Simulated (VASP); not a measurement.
# InGa3P4 (I-42m) in VASP: single point with PBE

Aim: the single point of InGa3P4 with PBE.

All numbers are computed with VASP 6.6.1; they aren't measurements. Logs are shortened: lines on timing, memory, paths and dates and some standing lists are left out, and cuts for length are marked.

## 1. The cell of the first run

The structure is tetragonal, space group I-42m (No. 121). The conventional cell has a = 5.620 Å, b = 5.620 Å, c = 11.220 Å, α = 90.00°, β = 90.00°, γ = 90.00°. Within 3.4 Å of In (site symmetry -42m) lie 4 P at 2.55 Å. Within 3.2 Å of Ga (site symmetry -4) lie 4 P at 2.40 Å. Within 3.1 Å of Ga (site symmetry -42m) lie 4 P at 2.38 Å. P (site symmetry m) has 3 Ga at 2.38 to 2.40 Å and 1 In at 2.55 Å within 3.1 Å.

## 2. Single point, PBE

INCAR reads:

```
  PREC = Accurate
  ENCUT = 520
  EDIFF = 1E-7
  ISMEAR = 0
  SIGMA = 0.02
  LREAL = F
  LASPH = T
  NELM = 60
  ALGO = Normal
  ISIF = 2
  LWAVE = F
  LCHARG = F
  GGA = PE
  NBANDS = 46
```

KPOINTS reads:

```
Automatic mesh
0
Gamma
  8 8 8
```

POSCAR reads:

```
InGa3P4
1.0
   -2.8102220470      2.8102220470      5.6101075972
    2.8102220470     -2.8102220470      5.6101075972
    2.8102220470      2.8102220470     -5.6101075972
In Ga P
1 3 4
Direct
    0.5000000000      0.5000000000      0.0000000000
    0.7500000000      0.2500000000      0.5000000000
    0.0000000000      0.0000000000      0.0000000000
    0.2500000000      0.7500000000      0.5000000000
    0.1067296833      0.6329642134      0.0000000000
    0.3670357866      0.3670357866      0.4737654699
    0.6329642134      0.1067296833      0.0000000000
    0.8932703167      0.8932703167      0.5262345301
```

Potentials or basis: VASP PAW PBE potentials, release 64 (In_d, Ga_d, P).

Launch:

```console
$ cat potpaw_PBE.64/In_d/POTCAR potpaw_PBE.64/Ga_d/POTCAR potpaw_PBE.64/P/POTCAR > POTCAR
$ mpirun -np 1 vasp_std > vasp.out
```

OUTCAR:

```text
PREC = Accurate
   ENCUT = 520
   EDIFF = 1E-7
   ISMEAR = 0
   LREAL = F
   LASPH = T
   NELM = 60
   ISIF = 2
   GGA = PE

 ion  position               nearest neighbor table
   1  0.500  0.500  0.000-   8 2.55   5 2.55   7 2.55   6 2.55
   2  0.750  0.250  0.500-   5 2.40   6 2.40   8 2.40   7 2.40
   3  0.000  0.000  0.000-   5 2.38   6 2.38   7 2.38   8 2.38
   4  0.250  0.750  0.500-   6 2.40   7 2.40   8 2.40   5 2.40
   5  0.107  0.633  0.000-   3 2.38   2 2.40   4 2.40   1 2.55
   6  0.367  0.367  0.474-   3 2.38   2 2.40   4 2.40   1 2.55
   7  0.633  0.107  0.000-   3 2.38   4 2.40   2 2.40   1 2.55
   8  0.893  0.893  0.526-   3 2.38   2 2.40   4 2.40   1 2.55

  LATTYP: Found a body centered tetragonal cell.
 ALAT       =     5.6204440940
 C/A-ratio  =     1.9963218220

  Lattice vectors:

 A1 = (  -2.8102220470,   2.8102220470,   5.6101075972)
 A2 = (   2.8102220470,  -2.8102220470,   5.6101075972)
 A3 = (   2.8102220470,   2.8102220470,  -5.6101075972)

Analysis of symmetry for initial positions (statically):
=====================================================================
 Subroutine PRICEL returns:
 Original cell was already a primitive cell.

 Routine SETGRP: Setting up the symmetry group for a
 body centered tetragonal supercell.

 Subroutine GETGRP returns: Found  8 space group operations
 (whereof  8 operations were pure point group operations)
 out of a pool of 16 trial point group operations.

The static configuration has the point symmetry D_2d.

Analysis of symmetry for dynamics (positions and initial velocities):
=====================================================================
 Subroutine PRICEL returns:
 Original cell was already a primitive cell.

 Routine SETGRP: Setting up the symmetry group for a
 body centered tetragonal supercell.

 Subroutine GETGRP returns: Found  8 space group operations
 (whereof  8 operations were pure point group operations)
 out of a pool of 16 trial point group operations.

The dynamic configuration has the point symmetry D_2d.

 Subroutine INISYM returns: Found  8 space group operations
 (whereof  8 operations are pure point group operations),
 and found     1 'primitive' translations

----------------------------------------------------------------------------------------

                                     Primitive cell

  volume of cell :     177.2199

  direct lattice vectors                    reciprocal lattice vectors
    -2.810222047  2.810222047  5.610107597     0.000000000  0.177921884  0.089124850
     2.810222047 -2.810222047  5.610107597     0.177921884  0.000000000  0.089124850
     2.810222047  2.810222047 -5.610107597     0.177921884  0.177921884  0.000000000

  length of vectors
     6.875172955  6.875172955  6.875172955     0.198996069  0.198996069  0.251619541

  position of ions in fractional coordinates (direct lattice)
     0.500000000  0.500000000  0.000000000
     0.750000000  0.250000000  0.500000000
     0.000000000  0.000000000  0.000000000
     0.250000000  0.750000000  0.500000000
     0.106729683  0.632964213  0.000000000
     0.367035787  0.367035787  0.473765470
     0.632964213  0.106729683  0.000000000
     0.893270317  0.893270317  0.526234530

  ion indices of the primitive-cell ions
   primitive index   ion index
                 1           1
                 2           2
                 3           3
                 4           4
                 5           5
                 6           6
                 7           7
                 8           8

----------------------------------------------------------------------------------------

 KPOINTS: Automatic mesh

Automatic generation of k-mesh.
 Grid dimensions read from file:
 generate k-points for:    8    8    8

 Generating k-lattice:

  Cartesian coordinates                     Fractional coordinates (reciprocal lattice)
     0.000000000  0.022240235  0.011140606     0.125000000 -0.000000000  0.000000000
     0.022240235  0.000000000  0.011140606    -0.000000000  0.125000000  0.000000000
     0.022240235  0.022240235  0.000000000     0.000000000  0.000000000  0.125000000

  Length of vectors
     0.024874509  0.024874509  0.031452443

  Shift w.r.t. Gamma in fractional coordinates (k-lattice)
     0.000000000  0.000000000  0.000000000

 Subroutine IBZKPT returns following result:
 ===========================================

 Found     59 irreducible k-points:

 Following reciprocal coordinates:
            Coordinates               Weight
  0.000000  0.000000  0.000000      1.000000
  0.125000  0.000000  0.000000      8.000000
  0.250000  0.000000  0.000000      8.000000
  0.375000 -0.000000  0.000000      8.000000
  0.500000  0.000000  0.000000      4.000000
  0.125000  0.125000  0.000000      8.000000
[... 16 lines left out ...]
  0.250000  0.125000  0.125000     16.000000
  0.375000  0.125000  0.125000      8.000000
 [... further k-points ...]
   k-points           NKPTS =     59   k-points in BZ     NKDIM =     59   number of bands    NBANDS=     46
   number of dos      NEDOS =    301   number of ions     NIONS =      8
   total plane-waves  NPLWV = 157464
   dimension x,y,z NGX =    54 NGY =   54 NGZ =   54
   dimension x,y,z NGXF=   108 NGYF=  108 NGZF=  108
   ions per type =               1   3   4
   NGX,Y,Z   is equivalent  to a cutoff of  13.06, 13.06, 13.06 a.u.
   NGXF,Y,Z  is equivalent  to a cutoff of  26.12, 26.12, 26.12 a.u.
 SYSTEM =  unknown system
   PREC   = accura    normal or accurate (medium, high low for compatibility)
   ISTART =      0    job   : 0-new  1-cont  2-samecut
   ICHARG =      2    charge: 1-file 2-atom 10-const
   ISPIN  =      1    spin polarized calculation?
   LNONCOLLINEAR =      F non collinear calculations
   LSORBIT =      F    spin-orbit coupling
   LASPH  =      T    aspherical Exc in radial PAW
   ENCUT  =  520.0 eV  38.22 Ry    6.18 a.u.  12.78 12.78 12.78*2*pi/ulx,y,z
   NELM   =     60;   NELMIN=  2; NELMDL= -5     # of ELM steps
   EDIFF  = 0.1E-06   stopping-criterion for ELM
   LREAL  =      F    real-space projection
   EDIFFG = 0.1E-05   stopping-criterion for IOM
   NSW    =      0    number of steps for IOM
   IBRION =     -1    ionic relax: 0-MD 1-quasi-New 2-CG
   NFREE  =      0    steps in history (QN), initial steepest desc. (CG)
   ISIF   =      2    stress and relaxation
   ISYM   =      2    0-nonsym 1-usesym 2-fastsym
   POTIM  = 0.5000    time-step for ionic-motion
   TEBEG  =    0.0;   TEEND  =   0.0 temperature during run
   PSTRESS=    0.0 pullay stress
   NELECT =      72.0000    total number of electrons
   NUPDOWN=      -1.0000    fix difference up-down
   EMIN   =  10.00;   EMAX   =-10.00  energy-range for DOS
   EFERMI =   0.00;   METHOD = LEGACY
   ISMEAR =     0;   SIGMA  =   0.02  broadening in eV -4-tet -1-fermi 0-gaus
   EFERMI_NEDOS =   21; number of points for ismear=-14 and -15
   IALGO  =     38    algorithm
   IMIX   =      4    mixing-type and parameters
     AMIX     =   0.40;   BMIX     =  1.00
     AMIX_MAG =   1.60;   BMIX_MAG =  1.00
  volume/ion in A,a.u.               =      22.15       149.49
  Fermi-wavevector in a.u.,A,eV,Ry     =   1.212499  2.291292 20.002668  1.470155
  Thomas-Fermi vector in A             =   2.347981
   LORBIT       =      0    0 simple, 1 ext, 2 COOP (PROOUT), +10 PAW based schemes
   GGA     = PE    functional components
   LHFCALC =     F    Hartree Fock is set to
   AEXX    =    0.0000 exact exchange contribution
   IVDW    =     0    specifies the selected vdW correction
   LEPSILON=     F    determine dielectric tensor
   LRPA    =     F    only Hartree local field effects (RPA)
 non-spin polarized calculation
 Gauss-broadening in eV      SIGMA  =   0.02
  energy-cutoff  :      520.00
  volume of cell :      177.22
 maximum number of plane-waves:      4805
 NGX is ok and might be reduce to    54
   NGX = 25   NGY = 25   NGZ = 25

 number of electron      72.0000011 magnetization

 Free energy of the ion-electron system (eV)
  ---------------------------------------------------
  ext. energy  EPLUGINS =         0.00000000
  ---------------------------------------------------
  free energy    TOTEN  =       -35.68533871 eV

  energy without entropy =      -35.68533871  energy(sigma->0) =      -35.68533871

 E-fermi :   4.6393     XC(G=0):  -9.5429

 val. band max:        4.4968237402   @ k =   0.0000   0.0000   0.0000
 cond. band min:       5.6499772827   @ k =   0.0000   0.0000   0.0000
 fundamental gap:      1.1531535425
 Fermi energy:         4.6392608248

 k-point     1 :       0.0000    0.0000    0.0000
  band No.  band energies     occupation
      1     -10.1041      2.00000
      2     -10.0871      2.00000
      3     -10.0871      2.00000
      4     -10.0208      2.00000
      5     -10.0208      2.00000
      6      -9.9861      2.00000
[... 38 lines left out ...]
     45       9.1075      0.00000
     46       9.1075      0.00000

 k-point     2 :       0.1250    0.0000    0.0000
  band No.  band energies     occupation
      1     -10.1017      2.00000
      2     -10.0870      2.00000
      3     -10.0856      2.00000
      4     -10.0239      2.00000
      5     -10.0199      2.00000
      6      -9.9887      2.00000
[... 38 lines left out ...]
     45       9.0677      0.00000
     46       9.4972      0.00000

 k-point     3 :       0.2500    0.0000    0.0000
  band No.  band energies     occupation
      1     -10.0954      2.00000
      2     -10.0862      2.00000
      3     -10.0808      2.00000
      4     -10.0329      2.00000
      5     -10.0180      2.00000
      6      -9.9956      2.00000
[... 38 lines left out ...]
     45       9.5093      0.00000
     46       9.7354      0.00000

 k-point     4 :       0.3750   -0.0000    0.0000
  band No.  band energies     occupation
      1     -10.0886      2.00000
      2     -10.0848      2.00000
      3     -10.0725      2.00000
      4     -10.0456      2.00000
      5     -10.0156      2.00000
      6     -10.0041      2.00000
[... 920 lines left out ...]
     45       9.4487      0.00000
     46       9.8629      0.00000

 k-point    23 :       0.2500    0.1250    0.1250
  band No.  band energies     occupation
      1     -10.0861      2.00000
      2     -10.0834      2.00000
      3     -10.0689      2.00000
      4     -10.0508      2.00000
      5     -10.0156      2.00000
      6     -10.0095      2.00000
[... 38 lines left out ...]
     45       9.6872      0.00000
     46      10.3215      0.00000

 k-point    24 :       0.3750    0.1250    0.1250
  band No.  band energies     occupation
      1     -10.0847      2.00000
      2     -10.0817      2.00000
      3     -10.0629      2.00000
      4     -10.0587      2.00000
      5     -10.0139      2.00000
      6     -10.0134      2.00000
[... 38 lines left out ...]
     45       9.9543      0.00000
     46      10.1314      0.00000

 [... further k-points ...]
[... 5 lines left out ...]
  --------------------------------------------------------------------------------------
  -------------------------------------------------------------------------------------
  Total       -0.0135767     -0.0135767     -0.0198374      0.0000000      0.0000000     -0.0000000
  in kB       -0.1227421     -0.1227421     -0.1793428      0.0000000      0.0000000     -0.0000000
  external PRESSURE =      -0.1416090 kB  Pullay stress =       0.0000000 kB

 VOLUME and BASIS-vectors are now :
 -----------------------------------------------------------------------------
  energy-cutoff  :      520.00
  volume of cell :      177.22
      direct lattice vectors                 reciprocal lattice vectors
    -2.810222047  2.810222047  5.610107597     0.000000000  0.177921884  0.089124850
     2.810222047 -2.810222047  5.610107597     0.177921884  0.000000000  0.089124850
     2.810222047  2.810222047 -5.610107597     0.177921884  0.177921884  0.000000000

 POSITION                                       TOTAL-FORCE (eV/Angst)
 -----------------------------------------------------------------------------------
      0.00000      0.00000      5.61011         0.000000      0.000000     -0.000000
      0.00000      2.81022      2.80505         0.000000      0.000000      0.000000
      0.00000      0.00000      0.00000         0.000000      0.000000     -0.000000
      2.81022      0.00000      2.80505         0.000000     -0.000000      0.000000
      1.47884     -1.47884      4.14976        -0.005396      0.005396      0.009271
      1.33139      1.33139      1.46035         0.005396      0.005396     -0.009271
     -1.47884      1.47884      4.14976         0.005396     -0.005396      0.009271
      1.47884      1.47884      7.07045        -0.005396     -0.005396     -0.009271
 -----------------------------------------------------------------------------------
    total drift:                                0.000007      0.000007      0.000002

  FREE ENERGIE OF THE ION-ELECTRON SYSTEM (eV)
  ---------------------------------------------------
  free  energy   TOTEN  =       -35.6853387088 eV

  energy  without entropy=      -35.6853387088  energy(sigma->0) =      -35.68533871
```

Wall time 12 min (1 thread of Intel Xeon Platinum 8488C (Sapphire Rapids), shared host); peak memory 0.66 GiB.

What came out:

```
Free energy            : -35.6853 eV
Pressure               : 0.0 GPa
Largest force          : 0.012 eV/Å
Band gap on the k mesh : 1.15 eV, direct
```

Forces on the atoms (eV/Å):
```
In   0.000  0.000  0.000
Ga   0.000  0.000  0.000
Ga   0.000  0.000  0.000
Ga   0.000  0.000  0.000
P   -0.005  0.005  0.009
P    0.005  0.005 -0.009
P    0.005 -0.005  0.009
P   -0.005 -0.005 -0.009
```

Caveat: spin-orbit coupling is left out, which moves the levels of the heavy elements.
